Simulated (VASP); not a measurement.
# MgS (v.bh) (F-43m) in VASP: single point with PBEsol

Aim: the single point of MgS (v.bh) with PBEsol.

All numbers are computed with VASP 6.6.1; they aren't measurements. Logs are shortened: lines on timing, memory, paths and dates and some standing lists are left out, and cuts for length are marked.

## 1. The cell of the first run

It takes space group F-43m (No. 216, cubic). The conventional cell has a = 5.652 Å, b = 5.652 Å, c = 5.652 Å, α = 90.00°, β = 90.00°, γ = 90.00°. Within 3.2 Å of Mg (site symmetry -43m) lie 4 S at 2.45 Å. S (site symmetry -43m) has 4 Mg at 2.45 Å within 3.2 Å.

## 2. Single point, PBEsol

Contents of INCAR:

```
SYSTEM = MgS
PREC = Accurate ; ENCUT = 600
EDIFF = 1E-6 ; ISMEAR = 0
SIGMA = 0.02 ; LREAL = .False.
LASPH = .True. ; NELM = 120
ALGO = Normal ; ISIF = 2
LWAVE = .False. ; LCHARG = .True.
GGA = PS ; LELF = .True.
LVHAR = .True. ; NBANDS = 11
GGA_COMPAT = .False.
```

Contents of KPOINTS:

```
regular mesh
0
Gamma
  8 8 8
  0 0 0
```

Contents of POSCAR:

```
MgS
1.0
    0.0000000000      2.8257870840      2.8257870840
    2.8257870840      0.0000000000      2.8257870840
    2.8257870840      2.8257870840      0.0000000000
Mg S
1 1
Direct
    0.0000000000      0.0000000000      0.0000000000
    0.2500000000      0.2500000000      0.2500000000
```

Potentials or basis: VASP PAW PBE potentials, release 64 (Mg, S).

Launch:

```console
cat potpaw_PBE.64/Mg/POTCAR potpaw_PBE.64/S/POTCAR > POTCAR
mpirun -np 1 vasp_std > vasp.out
```

OUTCAR:

```text
SYSTEM = MgS
   PREC = Accurate
   ENCUT = 600
   EDIFF = 1E-6
   ISMEAR = 0
   LREAL = .False.
   LASPH = .True.
   NELM = 120
   ISIF = 2
   GGA = PS

 ion  position               nearest neighbor table
   1  0.000  0.000  0.000-   2 2.45   2 2.45   2 2.45   2 2.45
   2  0.250  0.250  0.250-   1 2.45   1 2.45   1 2.45   1 2.45

  LATTYP: Found a face centered cubic cell.
 ALAT       =     5.6515741680

  Lattice vectors:

 A1 = (   0.0000000000,   2.8257870840,   2.8257870840)
 A2 = (   2.8257870840,   0.0000000000,   2.8257870840)
 A3 = (   2.8257870840,   2.8257870840,   0.0000000000)

Analysis of symmetry for initial positions (statically):
=====================================================================
 Subroutine PRICEL returns:
 Original cell was already a primitive cell.

 Routine SETGRP: Setting up the symmetry group for a
 face centered cubic supercell.

 Subroutine GETGRP returns: Found 24 space group operations
 (whereof 24 operations were pure point group operations)
 out of a pool of 48 trial point group operations.

The static configuration has the point symmetry T_d .

Analysis of symmetry for dynamics (positions and initial velocities):
=====================================================================
 Subroutine PRICEL returns:
 Original cell was already a primitive cell.

 Routine SETGRP: Setting up the symmetry group for a
 face centered cubic supercell.

 Subroutine GETGRP returns: Found 24 space group operations
 (whereof 24 operations were pure point group operations)
 out of a pool of 48 trial point group operations.

The dynamic configuration has the point symmetry T_d .

 Subroutine INISYM returns: Found 24 space group operations
 (whereof 24 operations are pure point group operations),
 and found     1 'primitive' translations

----------------------------------------------------------------------------------------

                                     Primitive cell

  volume of cell :      45.1282

  direct lattice vectors                    reciprocal lattice vectors
     0.000000000  2.825787084  2.825787084    -0.176941852  0.176941852  0.176941852
     2.825787084  0.000000000  2.825787084     0.176941852 -0.176941852  0.176941852
     2.825787084  2.825787084  0.000000000     0.176941852  0.176941852 -0.176941852

  length of vectors
     3.996266419  3.996266419  3.996266419     0.306472278  0.306472278  0.306472278

  position of ions in fractional coordinates (direct lattice)
     0.000000000  0.000000000  0.000000000
     0.250000000  0.250000000  0.250000000

  ion indices of the primitive-cell ions
   primitive index   ion index
                 1           1
                 2           2

----------------------------------------------------------------------------------------

 KPOINTS: regular mesh

Automatic generation of k-mesh.
 Grid dimensions read from file:
 generate k-points for:    8    8    8

 Generating k-lattice:

  Cartesian coordinates                     Fractional coordinates (reciprocal lattice)
    -0.022117731  0.022117731  0.022117731     0.125000000  0.000000000  0.000000000
     0.022117731 -0.022117731  0.022117731     0.000000000  0.125000000  0.000000000
     0.022117731  0.022117731 -0.022117731     0.000000000  0.000000000  0.125000000

  Length of vectors
     0.038309035  0.038309035  0.038309035

  Shift w.r.t. Gamma in fractional coordinates (k-lattice)
     0.000000000  0.000000000  0.000000000

 Subroutine IBZKPT returns following result:
 ===========================================

 Found     29 irreducible k-points:

 Following reciprocal coordinates:
            Coordinates               Weight
  0.000000  0.000000  0.000000      1.000000
  0.125000  0.000000  0.000000      8.000000
  0.250000  0.000000  0.000000      8.000000
  0.375000  0.000000  0.000000      8.000000
  0.500000  0.000000  0.000000      4.000000
  0.125000  0.125000  0.000000      6.000000
[... 16 lines left out ...]
  0.500000  0.250000  0.125000     48.000000
 -0.375000  0.250000  0.125000     24.000000
 [... further k-points ...]
   k-points           NKPTS =     29   k-points in BZ     NKDIM =     29   number of bands    NBANDS=     11
   number of dos      NEDOS =    301   number of ions     NIONS =      2
   total plane-waves  NPLWV =  32768
   dimension x,y,z NGX =    32 NGY =   32 NGZ =   32
   dimension x,y,z NGXF=    64 NGYF=   64 NGZF=   64
   ions per type =               1   1
   NGX,Y,Z   is equivalent  to a cutoff of  13.31, 13.31, 13.31 a.u.
   NGXF,Y,Z  is equivalent  to a cutoff of  26.62, 26.62, 26.62 a.u.
 SYSTEM =  MgS
   PREC   = accura    normal or accurate (medium, high low for compatibility)
   ISTART =      0    job   : 0-new  1-cont  2-samecut
   ICHARG =      2    charge: 1-file 2-atom 10-const
   ISPIN  =      1    spin polarized calculation?
   LNONCOLLINEAR =      F non collinear calculations
   LSORBIT =      F    spin-orbit coupling
   LASPH  =      T    aspherical Exc in radial PAW
   ENCUT  =  600.0 eV  44.10 Ry    6.64 a.u.   7.98  7.98  7.98*2*pi/ulx,y,z
   NELM   =    120;   NELMIN=  2; NELMDL= -5     # of ELM steps
   EDIFF  = 0.1E-05   stopping-criterion for ELM
   LREAL  =      F    real-space projection
   EDIFFG = 0.1E-04   stopping-criterion for IOM
   NSW    =      0    number of steps for IOM
   IBRION =     -1    ionic relax: 0-MD 1-quasi-New 2-CG
   NFREE  =      0    steps in history (QN), initial steepest desc. (CG)
   ISIF   =      2    stress and relaxation
   ISYM   =      2    0-nonsym 1-usesym 2-fastsym
   POTIM  = 0.5000    time-step for ionic-motion
   TEBEG  =    0.0;   TEEND  =   0.0 temperature during run
   PSTRESS=    0.0 pullay stress
   NELECT =       8.0000    total number of electrons
   NUPDOWN=      -1.0000    fix difference up-down
   EMIN   =  10.00;   EMAX   =-10.00  energy-range for DOS
   EFERMI =   0.00;   METHOD = LEGACY
   ISMEAR =     0;   SIGMA  =   0.02  broadening in eV -4-tet -1-fermi 0-gaus
   EFERMI_NEDOS =   21; number of points for ismear=-14 and -15
   IALGO  =     38    algorithm
   IMIX   =      4    mixing-type and parameters
     AMIX     =   0.40;   BMIX     =  1.00
     AMIX_MAG =   1.60;   BMIX_MAG =  1.00
  volume/ion in A,a.u.               =      22.56       152.27
  Fermi-wavevector in a.u.,A,eV,Ry     =   0.919649  1.737884 11.507183  0.845754
  Thomas-Fermi vector in A             =   2.044866
   LORBIT       =      0    0 simple, 1 ext, 2 COOP (PROOUT), +10 PAW based schemes
   GGA     = PS    functional components
   LHFCALC =     F    Hartree Fock is set to
   AEXX    =    0.0000 exact exchange contribution
   IVDW    =     0    specifies the selected vdW correction
   LEPSILON=     F    determine dielectric tensor
   LRPA    =     F    only Hartree local field effects (RPA)
 non-spin polarized calculation
 Gauss-broadening in eV      SIGMA  =   0.02
  energy-cutoff  :      600.00
  volume of cell :       45.13
 maximum number of plane-waves:      1540
   NGX = 15   NGY = 15   NGZ = 15

 number of electron       8.0000000 magnetization

 Free energy of the ion-electron system (eV)
  ---------------------------------------------------
  ext. energy  EPLUGINS =         0.00000000
  ---------------------------------------------------
  free energy    TOTEN  =        -8.91806656 eV

  energy without entropy =       -8.91806656  energy(sigma->0) =       -8.91806656

 E-fermi :   1.1637     XC(G=0):  -8.5979

 val. band max:        1.0351291290   @ k =   0.0000   0.0000   0.0000
 cond. band min:       4.3578967957   @ k =   0.0000   0.0000   0.0000
 fundamental gap:      3.3227676666
 Fermi energy:         1.1636576962

 k-point     1 :       0.0000    0.0000    0.0000
  band No.  band energies     occupation
      1     -10.2521      2.00000
      2       1.0351      2.00000
      3       1.0351      2.00000
      4       1.0351      2.00000
      5       4.3579      0.00000
      6       8.9218      0.00000
      7       8.9218      0.00000
      8       8.9218      0.00000
      9      11.8302      0.00000
     10      11.8302      0.00000
     11      14.6265      0.00000

 k-point     2 :       0.1250    0.0000    0.0000
  band No.  band energies     occupation
      1     -10.1624      2.00000
      2       0.3309      2.00000
      3       0.9809      2.00000
      4       0.9809      2.00000
      5       5.0346      0.00000
      6       8.7273      0.00000
      7       9.1007      0.00000
      8       9.1007      0.00000
      9      11.3484      0.00000
     10      11.3484      0.00000
     11      13.9770      0.00000

 k-point     3 :       0.2500    0.0000    0.0000
  band No.  band energies     occupation
      1      -9.9299      2.00000
      2      -0.8658      2.00000
      3       0.8585      2.00000
      4       0.8585      2.00000
      5       5.8980      0.00000
      6       8.7447      0.00000
      7       9.1277      0.00000
      8       9.1277      0.00000
      9      11.3988      0.00000
     10      11.3988      0.00000
     11      13.1149      0.00000

 k-point     4 :       0.3750    0.0000    0.0000
  band No.  band energies     occupation
      1      -9.6690      2.00000
      2      -1.8090      2.00000
      3       0.7465      2.00000
      4       0.7465      2.00000
      5       6.0791      0.00000
      6       8.7584      0.00000
      7       8.7584      0.00000
      8       9.2683      0.00000
      9      12.7168      0.00000
     10      12.7168      0.00000
     11      13.1429      0.00000
[... 239 lines left out ...]
 k-point    22 :       0.3750    0.2500    0.1250
  band No.  band energies     occupation
      1      -9.7498      2.00000
      2      -1.0731      2.00000
      3       0.1701      2.00000
      4       0.6500      2.00000
      5       6.6213      0.00000
      6       7.9194      0.00000
      7       8.5198      0.00000
      8      10.1822      0.00000
      9      10.6919      0.00000
     10      13.3830      0.00000
     11      15.3475      0.00000

 k-point    23 :       0.5000    0.2500    0.1250
  band No.  band energies     occupation
      1      -9.5331      2.00000
      2      -1.5839      2.00000
      3      -0.1871      2.00000
      4       0.4695      2.00000
      5       6.8901      0.00000
      6       7.7205      0.00000
      7       8.8604      0.00000
      8      10.0148      0.00000
      9      11.8350      0.00000
     10      14.4702      0.00000
     11      15.0562      0.00000

 k-point    24 :      -0.3750    0.2500    0.1250
  band No.  band energies     occupation
      1      -9.4366      2.00000
      2      -1.8048      2.00000
      3      -0.2934      2.00000
      4       0.3725      2.00000
      5       6.9671      0.00000
      6       7.4306      0.00000
      7       9.7155      0.00000
      8       9.8098      0.00000
      9      12.3737      0.00000
     10      13.7905      0.00000
     11      15.2122      0.00000

 [... further k-points ...]
[... 5 lines left out ...]
  --------------------------------------------------------------------------------------
  -------------------------------------------------------------------------------------
  Total       -0.0183880     -0.0183880     -0.0183880      0.0000000     -0.0000000      0.0000000
  in kB       -0.6528233     -0.6528233     -0.6528233      0.0000000     -0.0000000      0.0000000
  external PRESSURE =      -0.6528233 kB  Pullay stress =       0.0000000 kB

 VOLUME and BASIS-vectors are now :
 -----------------------------------------------------------------------------
  energy-cutoff  :      600.00
  volume of cell :       45.13
      direct lattice vectors                 reciprocal lattice vectors
     0.000000000  2.825787084  2.825787084    -0.176941852  0.176941852  0.176941852
     2.825787084  0.000000000  2.825787084     0.176941852 -0.176941852  0.176941852
     2.825787084  2.825787084  0.000000000     0.176941852  0.176941852 -0.176941852

 POSITION                                       TOTAL-FORCE (eV/Angst)
 -----------------------------------------------------------------------------------
      0.00000      0.00000      0.00000         0.000000      0.000000     -0.000000
      1.41289      1.41289      1.41289        -0.000000     -0.000000      0.000000
 -----------------------------------------------------------------------------------
    total drift:                               -0.000000     -0.000000     -0.000000

  FREE ENERGIE OF THE ION-ELECTRON SYSTEM (eV)
  ---------------------------------------------------
  free  energy   TOTEN  =        -8.9180665607 eV

  energy  without entropy=       -8.9180665607  energy(sigma->0) =       -8.91806656
```

Run time: 8.8 s. Hardware: 1 thread of AMD EPYC 9R45 (Zen 5), shared host; peak memory 0.15 GiB.

What came out:

- Free energy: -8.9181 eV
- Pressure: -0.1 GPa
- Band gap on the k mesh: 3.32 eV, direct

Levels at points of the mesh, in eV from the valence-band top:
| k point | band 1 | band 2 | band 3 | band 4 | band 5 | band 6 | band 7 | band 8 |
| --- | --- | --- | --- | --- | --- | --- | --- | --- |
| (0.00, 0.00, 0.00) | -11.29 | 0.00 | 0.00 | 0.00 | 3.32 | 7.89 | 7.89 | 7.89 |
| (0.50, 0.00, 0.00) | -10.59 | -3.20 | -0.33 | -0.33 | 5.01 | 7.55 | 7.55 | 8.45 |
| (0.50, 0.50, 0.00) | -10.36 | -2.87 | -1.06 | -1.06 | 3.71 | 5.55 | 11.08 | 12.20 |

Caveat: the PAW data sets were made with another functional, which shifts forces and pressure a little.
